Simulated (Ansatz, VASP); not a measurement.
# PdI in VASP and in Ansatz

Contents of INCAR:

```
  PREC = Accurate
  ENCUT = 520
  EDIFF = 1E-6
  ISMEAR = -1
  SIGMA = 0.1
  LREAL = False
  LASPH = True
  NELM = 80
  ALGO = Normal
  ISIF = 2
  LWAVE = False
  LCHARG = False
  GGA = PS
  NBANDS = 16
```

The input KPOINTS:

```
Automatic mesh
0
Gamma
  12 12 12
```

File POSCAR:

```
PdI
1.0
    0.0000000000      3.0375707548      3.0375707548
    3.0375707548      0.0000000000      3.0375707548
    3.0375707548      3.0375707548      0.0000000000
Pd I
1 1
Direct
    0.0000000000      0.0000000000      0.0000000000
    0.2500000000      0.2500000000      0.2500000000
```

Input for Ansatz:

```yaml
crystal:
  lattice:
    - [0.0, 3.0375707548, 3.0375707548]
    - [3.0375707548, 0.0, 3.0375707548]
    - [3.0375707548, 3.0375707548, 0.0]
  atoms:
    - { symbol: Pd, position: [0.0, 0.0, 0.0] }
    - { symbol: I, position: [0.25, 0.25, 0.25] }
kpoints:
  mp_grid: { grid: [12, 12, 12] }
  band_path:
    path:
      - [0.0, 0.0, 0.0]
      - [-0.5, -0.5, 0.0]
      - [-0.375, -0.375, 0.25]
      - [-0.375, 0.0, 0.375]
      - [0.0, 0.0, 0.0]
      - [0.0, 0.0, 0.5]
      - [-0.5, -0.25, 0.25]
      - [-0.5, -0.5, 0.0]
    npoints: 14
scf:
  occupations: { method: fermi_dirac, width: 0.1 }
hamiltonian:
  xc: pbesol
  pseudopotentials: { kind: all_electron, lapw: { basis_error: 0.001 } }
output:
  forces: true
  stress: true
  eigenvalues: true
  populations: true
  dos: { projected: true, de: 0.2, e_range: [-14, 8] }
```

Alike in both runs: task single point; functional PBEsol; k mesh 12 × 12 × 12; occupations fermi-dirac, width 0.1 eV; no spin polarisation.

|  | VASP | Ansatz |
| --- | --- | --- |
| version | VASP 6.6.1 | Ansatz 0.2.0 |
| potentials or method | VASP PAW PBE potentials, release 64 (Pd, I), cutoff 520 eV | all-electron LAPW, scalar-relativistic |

VASP gave:

| Item | Value |
| --- | --- |
| pressure (GPa) | -0.1 |

Estimate Ansatz's values.

pressure (GPa): 0.0.

VASP's potentials were made for PBE, not for PBEsol. Ansatz ran all-electron here, and VASP with PAW potentials.

Neither program's run includes spin-orbit coupling.
